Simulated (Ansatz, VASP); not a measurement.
## Cu: VASP beside Ansatz

```
Cu
1.0
    -1.42783    1.42783    1.34131
     1.42783   -1.42783    1.34131
     1.42783    1.42783   -1.34131
Cu
1
Cartesian
  0.0000 0.0000 0.0000
```

Alike in both runs: functional LDA; k mesh 24 × 24 × 24; occupations fermi-dirac, width 0.15 eV; no spin polarisation.

Ansatz relaxed the structure, and its values are those at the end. VASP's run is a single point on that final structure, the one shown.

```csv
,VASP,Ansatz
version,VASP 6.6.1,Ansatz 0.2.0
potentials or method,"VASP PAW LDA potentials, release 64 (Cu), cutoff 520 eV","scalar-relativistic, plane waves, PAW"
valence electrons in the cell,11,19
```

|  | VASP | Ansatz | Ansatz less VASP |
| --- | --- | --- | --- |
| gap on the k mesh at the Fermi level (eV) | none | none | - |
| pressure (GPa) | 0.9 | 0.0 | -0.87 |

LDA's correlation is that of Perdew and Zunger in VASP and of Perdew and Wang (1992) in Ansatz. A gap of «none» marks a metal or a gap that the smearing closes. VASP's potentials hold 11 valence electrons a cell and Ansatz's 19, so a difference there can come from the potentials and not from the codes.
